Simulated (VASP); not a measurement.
A run of VASP 6.6.1:

Contents of POSCAR:

```
TiO
1.0
    4.0335084316      0.0000000000      0.0000000000
    0.0000000000      4.0335084316      0.0000000000
    0.0000000000      0.0000000000      4.0335084316
Ti O
3 3
Direct
    0.5000000000      0.5000000000      0.0000000000
    0.0000000000      0.5000000000      0.5000000000
    0.5000000000      0.0000000000      0.5000000000
    0.0000000000      0.5000000000      0.0000000000
    0.5000000000      0.0000000000      0.0000000000
    0.0000000000      0.0000000000      0.5000000000
```

Contents of INCAR.step1:

```
ALGO     = Normal         # electronic algorithm
EDIFF    = 1E-6           # SCF threshold, eV
ENCUT    = 520            # plane-wave cutoff, eV
GGA      = PS             # functional
ISIF     = 2              # what is computed and relaxed
ISMEAR   = 0              # smearing method
LASPH    = True           # aspherical terms in the spheres
LCHARG   = True           # write CHGCAR
LMAXMIX  = 4              # l up to which the mixer works
LREAL    = False          # projectors in reciprocal space
LWAVE    = False          # write WAVECAR
NBANDS   = 36             # bands
NELM     = 100            # most SCF steps
PREC     = Accurate       # precision mode
SIGMA    = 0.1            # smearing width, eV
```

KPOINTS.step1

```
k-points
0
Gamma
  10 10 10
```

The input INCAR.step2:

```
ALGO     = Normal         # electronic algorithm
EDIFF    = 1E-6           # SCF threshold, eV
ENCUT    = 520            # plane-wave cutoff, eV
GGA      = PS             # functional
ICHARG   = 11             # starting density
ISIF     = 2              # what is computed and relaxed
ISMEAR   = -5             # smearing method
LASPH    = True           # aspherical terms in the spheres
LCHARG   = False          # write CHGCAR
LMAXMIX  = 4              # l up to which the mixer works
LORBIT   = 10             # projections on sites
LREAL    = False          # projectors in reciprocal space
LWAVE    = False          # write WAVECAR
NBANDS   = 36             # bands
NEDOS    = 2001           # points of the DOS
NELM     = 100            # most SCF steps
PREC     = Accurate       # precision mode
SIGMA    = 0.1            # smearing width, eV
```

KPOINTS.step2

```
k-points
0
Gamma
  15 15 15
```

Potentials or basis: VASP PAW PBE potentials, release 64 (Ti_sv, O).

Command:

```console
$ cat potpaw_PBE.64/Ti_sv/POTCAR potpaw_PBE.64/O/POTCAR > POTCAR
$ cp INCAR.step1 INCAR
$ cp KPOINTS.step1 KPOINTS
$ mpirun -np 1 vasp_std > vasp.out
$ cp INCAR.step2 INCAR
$ cp KPOINTS.step2 KPOINTS
$ mpirun -np 1 vasp_std > vasp.out
```

Hardware: 1 thread of Intel(R) Xeon(R) 6975P-C (Granite Rapids), with other jobs on the host.

Question: Estimate the wall time of this run.

Answer: Wall time 3 min on 1 thread of Intel(R) Xeon(R) 6975P-C (Granite Rapids), with other jobs on the host, peak memory 0.31 GiB. Counts: k points 120.
